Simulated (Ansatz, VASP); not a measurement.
Two plane-wave programs on HPt6

File INCAR:

```
SYSTEM = HPt6
PREC     = Accurate       ! precision mode
ENCUT    = 520            ! plane-wave cutoff, eV
EDIFF    = 1E-7           ! SCF threshold, eV
ISMEAR   = 0              ! smearing method
SIGMA    = 0.1            ! smearing width, eV
LREAL    = .FALSE.        ! projectors in reciprocal space
LASPH    = .TRUE.         ! aspherical terms in the spheres
NELM     = 100            ! most SCF steps
ALGO     = Normal         ! electronic algorithm
ISIF     = 2              ! what is computed and relaxed
LWAVE    = .FALSE.        ! write WAVECAR
LCHARG   = .FALSE.        ! write CHGCAR
LDIPOL   = .TRUE.       
IDIPOL   = 3            
DIPOL    = 0.5 0.5 0.300
GGA      = PE             ! functional
NBANDS   = 74             ! bands
```

KPOINTS

```
Automatic mesh
0
G
  6 6 1
  0 0 0
```

Contents of POSCAR:

```
HPt6
1.0
    5.6145835605      0.0000000000      0.0000000000
   -2.8072917802      4.8623719950      0.0000000000
    0.0000000000      0.0000000000     22.6197373747
Pt H
12 2
Direct
    0.3333333333      0.1666666667      0.1768367127
    0.3333333333      0.6666666667      0.1768367127
    0.8333333333      0.1666666667      0.1768367127
    0.8333333333      0.6666666667      0.1768367127
    0.1666666667      0.3333333333      0.2789580515
    0.1666666667      0.8333333333      0.2789580515
    0.6666666667      0.3333333333      0.2789580515
    0.6666666667      0.8333333333      0.2789580515
    0.0000000000      0.0000000000      0.3810715055
    0.0000000000      0.5000000000      0.3810715055
    0.5000000000      0.0000000000      0.3810715055
    0.5000000000      0.5000000000      0.3810715055
    0.1549332300      0.3098664600      0.4292595097
    0.3450667700      0.6901335400      0.4292595097
```

Input for Ansatz:

```yaml
crystal:
  lattice:
    - [5.6145835605, 0.0, 0.0]
    - [-2.8072917802, 4.862371995, 0.0]
    - [0.0, 0.0, 22.6197373747]
  atoms:
    - { symbol: Pt, position: [0.3333333333, 0.1666666667, 0.1768367127] }
    - { symbol: Pt, position: [0.3333333333, 0.6666666667, 0.1768367127] }
    - { symbol: Pt, position: [0.8333333333, 0.1666666667, 0.1768367127] }
    - { symbol: Pt, position: [0.8333333333, 0.6666666667, 0.1768367127] }
    - { symbol: Pt, position: [0.1666666667, 0.3333333333, 0.2789580515] }
    - { symbol: Pt, position: [0.1666666667, 0.8333333333, 0.2789580515] }
    - { symbol: Pt, position: [0.6666666667, 0.3333333333, 0.2789580515] }
    - { symbol: Pt, position: [0.6666666667, 0.8333333333, 0.2789580515] }
    - { symbol: Pt, position: [0.0, 0.0, 0.3810715055] }
    - { symbol: Pt, position: [0.0, 0.5, 0.3810715055] }
    - { symbol: Pt, position: [0.5, 0.0, 0.3810715055] }
    - { symbol: Pt, position: [0.5, 0.5, 0.3810715055] }
    - { symbol: H, position: [0.15493323, 0.30986646, 0.4292595097] }
    - { symbol: H, position: [0.34506677, 0.69013354, 0.4292595097] }
basis:
  ecutwfc: 420
kpoints:
  mp_grid: { grid: [6, 6, 1] }
hamiltonian:
  xc: pbe
scf:
  occupations: { method: gaussian, width: 0.1 }
output:
  forces: true
  eigenvalues: true
efield:
  axis: 3
  dipole_correction: true
  ramp_width: 0.04
```

Alike in both runs: task single point; functional PBE; k mesh 6 × 6 × 1; occupations gaussian, width 0.1 eV; no spin polarisation.

```csv
,VASP,Ansatz
version,VASP 6.6.1,Ansatz 0.2.0
potentials or method,"VASP PAW PBE potentials, release 64 (Pt, H), cutoff 520 eV","scalar-relativistic, plane waves, PAW"
valence electrons in the cell,122,218
```

```tsv
	VASP	Ansatz	Ansatz less VASP
gap on the k mesh at the Fermi level (eV)	none	none	-
rms of the force components (eV/Å)	0.263	0.268	+0.0057
```

Atom by atom the forces differ by 0.010 eV/Å (rms over components). A gap of «none» marks a metal or a gap that the smearing closes. VASP's potentials hold 122 valence electrons a cell and Ansatz's 218, so a difference there can come from the potentials and not from the codes.

Spin-orbit coupling is off throughout.
